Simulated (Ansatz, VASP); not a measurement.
One calculation of Pt, two programs

The input INCAR:

```
SYSTEM = Pt
PREC = Accurate ; ENCUT = 520
EDIFF = 1E-6 ; ISMEAR = 0
SIGMA = 0.15 ; LREAL = .False.
LASPH = .True. ; NELM = 60
ALGO = Normal ; ISIF = 2
LWAVE = .False. ; LCHARG = .False.
NBANDS = 11
```

The input KPOINTS:

```
regular mesh
0
Gamma
  22 22 22
  0 0 0
```

Contents of POSCAR:

```
Pt
1.0
    0.0000000000      1.8241006380      2.1287254446
    1.8241006380      0.0000000000      2.1287254446
    1.8241006380      1.8241006380      0.0000000000
Pt
1
Direct
    0.0000000000      0.0000000000      0.0000000000
```

Input for Ansatz:

```yaml
crystal:
  lattice:
    - [0.0, 1.824100638, 2.1287254446]
    - [1.824100638, 0.0, 2.1287254446]
    - [1.824100638, 1.824100638, 0.0]
  atoms:
    - { symbol: Pt, position: [0.0, 0.0, 0.0] }
basis:
  ecutwfc: 420
kpoints:
  mp_grid: { grid: [22, 22, 22] }
hamiltonian:
  xc: lda
  pseudopotentials: { kind: paw, azcp: { folder: soft_1 } }
scf:
  occupations: { method: gaussian, width: 0.15 }
output:
  forces: true
  stress: true
  eigenvalues: true
```

Alike in both runs: task single point; functional LDA; k mesh 22 × 22 × 22; occupations gaussian, width 0.15 eV; no spin polarisation.

|  | VASP | Ansatz |
| --- | --- | --- |
| version | VASP 6.6.1 | Ansatz 0.2.0 |
| potentials or method | VASP PAW LDA potentials, release 64 (Pt), cutoff 520 eV | scalar-relativistic, plane waves, PAW |
| valence electrons in the cell | 10 | 18 |

Ansatz gave:

| Item | Value |
| --- | --- |
| gap on the k mesh at the Fermi level (eV) | none |
| pressure (GPa) | 18.4 |
| traceless stress, the component that is largest in VASP (GPa) | -19.53 |

Problem. Which values does VASP return?

Solution. gap on the k mesh at the Fermi level (eV): none; pressure (GPa): 19.3; traceless stress, the component that is largest in VASP (GPa): -19.57.

Ansatz warns that its potentials were made for another functional, while VASP's fit it. LDA's correlation is that of Perdew and Zunger in VASP and of Perdew and Wang (1992) in Ansatz. A gap of «none» marks a metal or a gap that the smearing closes. VASP's potentials hold 10 valence electrons a cell and Ansatz's 18, so a difference there can come from the potentials and not from the codes.

Spin-orbit coupling is off throughout.
